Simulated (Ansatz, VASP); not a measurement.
**Two plane-wave programs on HCl4**

The input INCAR:

```
PREC = Accurate
ENCUT = 520
EDIFF = 1E-6
ISMEAR = 0
SIGMA = 0.1
LREAL = F
LASPH = T
NELM = 100
ALGO = Normal
ISIF = 2
LWAVE = F
LCHARG = T
GGA = PE
IVDW = 12
LELF = T
LVHAR = T
NBANDS = 22
```

Contents of KPOINTS:

```
regular mesh
0
Gamma
  4 4 4
```

File POSCAR:

```
HCl4
1.0
    0.0000000000      3.9335038800      3.9335038800
    3.9335038800      0.0000000000      3.9335038800
    3.9335038800      3.9335038800      0.0000000000
H Cl
1 4
Direct
    0.0000000000      0.0000000000      0.0000000000
    0.0872374200      0.0872374200      0.0872374200
    0.0872374200      0.0872374200      0.7382877400
    0.0872374200      0.7382877400      0.0872374200
    0.7382877400      0.0872374200      0.0872374200
```

Input for Ansatz:

```yaml
crystal:
  lattice:
    - [0.0, 3.93350388, 3.93350388]
    - [3.93350388, 0.0, 3.93350388]
    - [3.93350388, 3.93350388, 0.0]
  atoms:
    - { symbol: H, position: [0.0, 0.0, 0.0] }
    - { symbol: Cl, position: [0.08723742, 0.08723742, 0.08723742] }
    - { symbol: Cl, position: [0.08723742, 0.08723742, 0.73828774] }
    - { symbol: Cl, position: [0.08723742, 0.73828774, 0.08723742] }
    - { symbol: Cl, position: [0.73828774, 0.08723742, 0.08723742] }
basis:
  ecutwfc: 420
kpoints:
  mp_grid: { grid: [4, 4, 4] }
hamiltonian:
  xc: pbe
  dispersion: d3bj
scf:
  occupations: { method: gaussian, width: 0.1 }
  lower_state_search: "off"
output:
  forces: true
  stress: true
  eigenvalues: true
```

Alike in both runs: task single point; functional PBE; dispersion D3(BJ); k mesh 4 × 4 × 4; occupations gaussian, width 0.1 eV; no spin polarisation.

|  | VASP | Ansatz |
| --- | --- | --- |
| version | VASP 6.6.1 | Ansatz 0.2.0 |
| potentials or method | VASP PAW PBE potentials, release 64 (H, Cl), cutoff 520 eV | scalar-relativistic, plane waves, PAW |
| valence electrons in the cell | 29 | 29 |

Ansatz gave:

- gap on the k mesh at the Fermi level (eV): none
- rms of the force components (eV/Å): 18.788

Question: Which values does VASP return?

Answer: gap on the k mesh at the Fermi level (eV): none; rms of the force components (eV/Å): 18.333.

Atom by atom the forces differ by 0.455 eV/Å (rms over components). A gap of «none» marks a metal or a gap that the smearing closes.
